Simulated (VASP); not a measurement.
# Al2GaAs3: single point with PBE

The system is Al2GaAs3.

```xyz
12
Lattice="4.0769 0.0000 0.0001 -0.0008 6.9970 -0.0172 0.0006 -0.0253 9.9114" Properties=species:S:1:pos:R:3 pbc="T T T"
Al   -0.0003    0.0025    0.0051
Al    2.0373    3.5009   -0.0033
Al    2.0384    1.1581    3.3030
Al    4.0777    4.6566    3.2949
Ga    0.0013    2.3147    6.5976
Ga    2.0369    5.8133    6.5896
As   -0.0008   -0.0189    7.4425
As    2.0395    3.4795    7.4340
As    0.0003    2.3196    4.1127
As    2.0389    5.8184    4.1046
As    2.0381    1.1640    0.8218
As    4.0757    4.6625    0.8134
```

```json
{"Program": "VASP 6.6.1", "Task": "single point", "Functional": "PBE", "Potentials or basis": "VASP PAW PBE potentials, release 64 (Al, Ga_d, As)", "Cutoff": "520 eV", "k mesh": "4 × 2 × 2", "Occupations": "gaussian, width 0.1 eV", "Spin": "no spin polarisation", "Dipole correction": "no", "Further INCAR settings": "ALGO = Normal; EDIFF = 1e-06; NBANDS = 46"}
```

| Property | Result |
| --- | --- |
| Pressure | 0.1 GPa |
| Largest force | 0.011 eV/Å |
| Band gap on the k mesh | 0.92 eV |

Forces on the atoms (eV/Å):
```
Al   0.000  0.000  0.007
Al   0.000  0.002  0.007
Al   0.003  0.001 -0.002
Al  -0.002  0.001 -0.004
Ga  -0.001  0.003  0.011
Ga   0.001  0.002  0.009
As   0.002 -0.001 -0.003
As  -0.002 -0.002 -0.004
As  -0.002 -0.001 -0.005
As   0.000 -0.002 -0.005
As   0.000 -0.001 -0.006
As   0.001 -0.001 -0.005
```

Levels at points of the mesh, in eV from the valence-band top:
| k point | band 32 | band 33 | band 34 | band 35 | band 36 | band 37 |
| --- | --- | --- | --- | --- | --- | --- |
| (0.00, 0.00, 0.00) | -0.05 | -0.05 | 0.00 | 0.92 | 1.41 | 1.85 |
| (0.50, 0.00, 0.00) | -1.99 | -1.03 | -1.03 | 2.47 | 2.47 | 2.82 |
| (0.00, 0.50, 0.00) | -0.83 | -0.72 | -0.72 | 2.24 | 2.24 | 2.53 |
| (0.50, 0.50, 0.00) | -1.40 | -1.31 | -1.31 | 1.45 | 1.45 | 1.97 |
| (0.00, 0.00, 0.50) | -0.44 | -0.23 | -0.18 | 1.34 | 1.47 | 1.85 |
| (0.50, 0.00, 0.50) | -1.64 | -1.61 | -1.61 | 2.76 | 2.76 | 3.13 |
| (0.00, 0.50, 0.50) | -1.26 | -0.56 | -0.56 | 2.07 | 2.07 | 2.44 |
| (0.50, 0.50, 0.50) | -0.96 | -0.90 | -0.90 | 1.51 | 1.52 | 1.93 |

Run time: 120 s on 1 thread of Intel(R) Xeon(R) 6975P-C (Granite Rapids), with other jobs on the host, peak memory 0.39 GiB.

Caveat: the k points lie up to 0.45 Å⁻¹ apart. A k mesh can miss the band edges.
